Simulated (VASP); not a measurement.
Runs of VASP 6.6.1 on In3Se. The structure is that of space group Im-3m (No. 229), or close to it. The cells are those of the table. 

```tsv
cell	k mesh	gap on the mesh (eV)	pressure (GPa)
a = 5.098 Å, angles 109.5°, 4 atoms	12 × 12 × 12	none	4.2
a = 5.207 Å, angles 109.5°, 4 atoms	12 × 12 × 12	none	(b)
a = 5.174 Å, angles 109.5°, 4 atoms	4 × 4 × 4	none	1.7
a = 5.313 Å, angles 109.5°, 4 atoms	12 × 12 × 12	none	-1.0
a = 5.260 Å, angles 109.5°, 4 atoms	12 × 12 × 12	none	-0.1
a = 5.041 Å, angles 109.5°, 4 atoms	12 × 12 × 12	none	6.2
a = 5.153 Å, angles 109.5°, 4 atoms	12 × 12 × 12	none	(a)
```

Alike in all rows: task single point; level PBE; potentials or basis VASP PAW PBE potentials, release 64 (In_d, Se); no spin polarisation; cutoff (eV) 520; smearing gaussian 0.1 eV.

**Question.** Fill in the values left out.

**Answer.** (a) 2.5; (b) 1.1.

Caveats: some runs use coarse meshes; spin-orbit coupling is left out, which moves the levels of the heavy elements.

A k mesh can miss the band edges, and the runs leave out spin-orbit coupling on In, Se.

A gap of «none» marks levels without a gap at the run's occupations.
